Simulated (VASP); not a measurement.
# SrBr3 (Fm-3m) in VASP: a series of runs, part 3 of 3

VASP 6.6.1.

## 6. Relaxation of cell and atoms, PBE

INCAR reads:

```
SYSTEM = SrBr3
PREC = Accurate
ENCUT = 600
EDIFF = 1E-6
ISMEAR = 0
SIGMA = 0.1
LREAL = .FALSE.
LASPH = .TRUE.
NELM = 80
ALGO = Normal
ISIF = 3
LWAVE = .FALSE.
LCHARG = .FALSE.
GGA = PE
IBRION = 2
NSW = 100
EDIFFG = -0.01
```

KPOINTS reads:

```
regular mesh
0
G
  10 10 10
  0 0 0
```

POSCAR reads:

```
SrBr3
1.0
    0.0000000000      3.9279005444      3.9279005444
    3.9279005444      0.0000000000      3.9279005444
    3.9279005444      3.9279005444      0.0000000000
Sr Br
1 3
Direct
    0.0000000000      0.0000000000      0.0000000000
    0.2500000000      0.2500000000      0.2500000000
    0.7500000000      0.7500000000      0.7500000000
    0.5000000000      0.5000000000      0.5000000000
```

Potentials or basis: VASP PAW PBE potentials, release 64 (Sr_sv, Br).

The run is started by

```console
$ cat potpaw_PBE.64/Sr_sv/POTCAR potpaw_PBE.64/Br/POTCAR > POTCAR
$ mpirun -np 1 vasp_std > vasp.out
```

OUTCAR:

```text
SYSTEM = SrBr3
   PREC = Accurate
   ENCUT = 600
   EDIFF = 1E-6
   ISMEAR = 0
   LREAL = .FALSE.
   LASPH = .TRUE.
   NELM = 80
   ISIF = 3
   GGA = PE
   IBRION = 2
   NSW = 100
   EDIFFG = -0.01

 ion  position               nearest neighbor table
   1  0.000  0.000  0.000-   3 3.40   3 3.40   3 3.40   2 3.40   3 3.40   2 3.40   2 3.40   2 3.40
                             4 3.93   4 3.93   4 3.93   4 3.93   4 3.93   4 3.93
   2  0.250  0.250  0.250-   1 3.40   1 3.40   1 3.40   1 3.40
   3  0.750  0.750  0.750-   1 3.40   1 3.40   1 3.40   1 3.40
   4  0.500  0.500  0.500-   1 3.93   1 3.93   1 3.93   1 3.93   1 3.93   1 3.93

  LATTYP: Found a face centered cubic cell.
 ALAT       =     7.8558010888

  Lattice vectors:

 A1 = (   0.0000000000,   3.9279005444,   3.9279005444)
 A2 = (   3.9279005444,   0.0000000000,   3.9279005444)
 A3 = (   3.9279005444,   3.9279005444,   0.0000000000)

Analysis of symmetry for initial positions (statically):
=====================================================================
 Subroutine PRICEL returns:
 Original cell was already a primitive cell.

 Routine SETGRP: Setting up the symmetry group for a
 face centered cubic supercell.
[... 180 lines left out ...]
  -------------------------------------------------------------------------------------
  Total       -0.1818990     -0.1818990     -0.1818990      0.0000000     -0.0000000      0.0000000
  in kB       -2.4045258     -2.4045258     -2.4045258      0.0000000     -0.0000000      0.0000000
  external PRESSURE =      -2.4045258 kB  Pullay stress =       0.0000000 kB
[... 63 lines left out ...]
--------------------------------------- Ionic step        3  -------------------------------------------

 number of electron      31.0000002 magnetization

 Free energy of the ion-electron system (eV)
  ---------------------------------------------------
  ext. energy  EPLUGINS =         0.00000000
  ---------------------------------------------------
  free energy    TOTEN  =       -11.53451188 eV

  energy without entropy =      -11.47768456  energy(sigma->0) =      -11.50609822

 E-fermi :   1.1023     XC(G=0):  -8.7567

 val. band max:        1.0984258327   @ k =   0.5000   0.3000   0.0000
 cond. band min:       1.1075697753   @ k =   0.5000   0.2000   0.1000
 fundamental gap:      0.0091439426
 Fermi energy:         1.1022864737

 k-point     1 :       0.0000    0.0000    0.0000
  band No.  band energies     occupation
      1     -33.5594      2.00000
      2     -15.4889      2.00000
      3     -15.4889      2.00000
      4     -15.4889      2.00000
      5     -13.0097      2.00000
      6     -12.0563      2.00000
[... 505 lines left out ...]
      6     -12.1928      2.00000
[... 11 lines left out ...]
     18       6.1656      0.00000
     19       6.6549      0.00000

 [... further k-points ...]

------------------------ aborting loop because EDIFF is reached ----------------------------------------

  FORCE on cell =-STRESS in cart. coord.  units (eV):
  Direction    XX          YY          ZZ          XY          YZ          ZX
  --------------------------------------------------------------------------------------
  -------------------------------------------------------------------------------------
  Total       -0.0041239     -0.0041239     -0.0041239      0.0000000      0.0000000      0.0000000
  in kB       -0.0549970     -0.0549970     -0.0549970      0.0000000      0.0000000      0.0000000
  external PRESSURE =      -0.0549970 kB  Pullay stress =       0.0000000 kB
[... 19 lines left out ...]
  FREE ENERGIE OF THE ION-ELECTRON SYSTEM (eV)
  ---------------------------------------------------
  free  energy   TOTEN  =       -11.5345118774 eV

  energy  without entropy=      -11.4776845572  energy(sigma->0) =      -11.50609822

 reached required accuracy - stopping structural energy minimisation
```

OSZICAR:

```text
N       E                     dE             d eps       ncg     rms          rms(c)
DAV:   1     0.216781888259E+03    0.21678E+03   -0.14879E+04  1786   0.158E+03
DAV:   2     0.352647438608E+01   -0.21326E+03   -0.20915E+03  2653   0.263E+02
[... 22 lines left out ...]
DAV:   1    -0.115353128774E+02   -0.85728E-03   -0.19081E-02  1927   0.851E-01    0.163E-01
DAV:   2    -0.115346722085E+02    0.64067E-03   -0.13589E-03  1969   0.224E-01    0.682E-02
DAV:   3    -0.115345013012E+02    0.17091E-03   -0.53670E-04  2478   0.126E-01    0.430E-02
DAV:   4    -0.115345055236E+02   -0.42224E-05   -0.24011E-05  3199   0.241E-02    0.252E-02
DAV:   5    -0.115345109534E+02   -0.54298E-05   -0.10157E-05  3013   0.147E-02    0.825E-03
DAV:   6    -0.115345118774E+02   -0.92403E-06   -0.47690E-07  1282   0.507E-03
   3 F= -.11534512E+02 E0= -.11506098E+02  d E =-.818066E-03
```

CONTCAR:

```text
SrBr3
   1.00000000000000
     0.0000000000000000    3.9163643396484322    3.9163643396484322
     3.9163643396484322    0.0000000000000000    3.9163643396484322
     3.9163643396484322    3.9163643396484322    0.0000000000000000
  Sr              Br
     1     3
Direct
     0.0000000000000000    0.0000000000000000    0.0000000000000000
     0.2500000000000000    0.2500000000000000    0.2500000000000000
     0.7500000000000000    0.7500000000000000    0.7500000000000000
     0.5000000000000000    0.5000000000000000    0.5000000000000000

  0.00000000E+00  0.00000000E+00  0.00000000E+00
  0.00000000E+00  0.00000000E+00  0.00000000E+00
  0.00000000E+00  0.00000000E+00  0.00000000E+00
  0.00000000E+00  0.00000000E+00  0.00000000E+00
```

It took 3.6 min on 1 thread of AMD EPYC 9R45 (Zen 5), shared host; peak memory 0.38 GiB.

What came out:

| Item | Value |
| --- | --- |
| Free energy | -11.5345 eV |
| Relaxed volume | 30.03 Å³/atom |
| Relaxed cell | a = 5.539 Å, b = 5.539 Å, c = 5.539 Å, α = 60.00°, β = 60.00°, γ = 60.00° |
| Space group after relaxing (to 0.05 Å) | Fm-3m (No. 225) |
| Energy gained by relaxing | 0.2 meV/atom |
| Ionic steps | 3 |
| Pressure after relaxing | 0.0 GPa |

Step by step:
| step | energy change (eV) | largest force (eV/Å) | pressure (GPa) | volume (Å³) |
| --- | --- | --- | --- | --- |
| 1 | 0.0000 | 0.0000 | -0.24 | 121.20 |
| 2 | -0.0008 | 0.0000 | -0.06 | 120.41 |
| 3 | -0.0008 | 0.0000 | -0.01 | 120.14 |

Final structure:
```
CELL_PARAMETERS angstrom
0.00000 3.91636 3.91636
3.91636 0.00000 3.91636
3.91636 3.91636 0.00000
ATOMIC_POSITIONS crystal
Sr 0.00000 0.00000 0.00000
Br 0.25000 0.25000 0.25000
Br 0.75000 0.75000 0.75000
Br 0.50000 0.50000 0.50000
```

Levels at points of the mesh, in eV from the Fermi level:
```
           k point  band 13  band 14  band 15  band 16  band 17  band 18  band 19
(0.00, 0.00, 0.00)    -2.02    -0.20    -0.20    -0.20     4.07     4.28     4.28
(0.50, 0.00, 0.00)    -1.48    -0.18    -0.18    -0.09     5.61     5.82     5.82
(0.50, 0.50, 0.00)    -0.94    -0.60     0.11     0.11     4.43     4.98     5.27
```

Caveat: an odd number of electrons without spin polarisation forces a metal; a magnetic or distorted state may lie lower.

## 7. Overview

| task | cell | k mesh | cutoff (eV) | gap on the mesh (eV) | pressure (GPa) | relaxed volume (Å³/atom) |
| --- | --- | --- | --- | --- | --- | --- |
| single point | a = 5.555 Å, angles 60.0°, 4 atoms | 4 × 4 × 4 | 520 | none | -0.3 | - |
| single point | a = 6.311 Å, angles 60.0°, 4 atoms | 4 × 4 × 4 | 520 | none | -4.3 | - |
| single point | a = 5.535 Å, angles 60.0°, 4 atoms | 10 × 10 × 10 | 520 | none | 0.0 | - |
| relaxation of cell and atoms | relaxed from a = 6.311 Å, angles 60.0°, 4 atoms | 4 × 4 × 4 | 600 | none | -0.1 | 30.04 |
| relaxation of cell and atoms | relaxed from a = 5.555 Å, angles 60.0°, 4 atoms | 10 × 10 × 10 | 600 | none | 0.0 | 30.03 |

Alike in all rows: level PBE; potentials or basis VASP PAW PBE potentials, release 64 (Sr_sv, Br); no spin polarisation; smearing gaussian 0.1 eV.

Caveats: an odd number of electrons without spin polarisation forces a metal; a magnetic or distorted state may lie lower; the volume moved by over 15 % at a fixed basis, so the end points are rough (some runs).

Absolute energies hang on the potentials; compare differences alone.
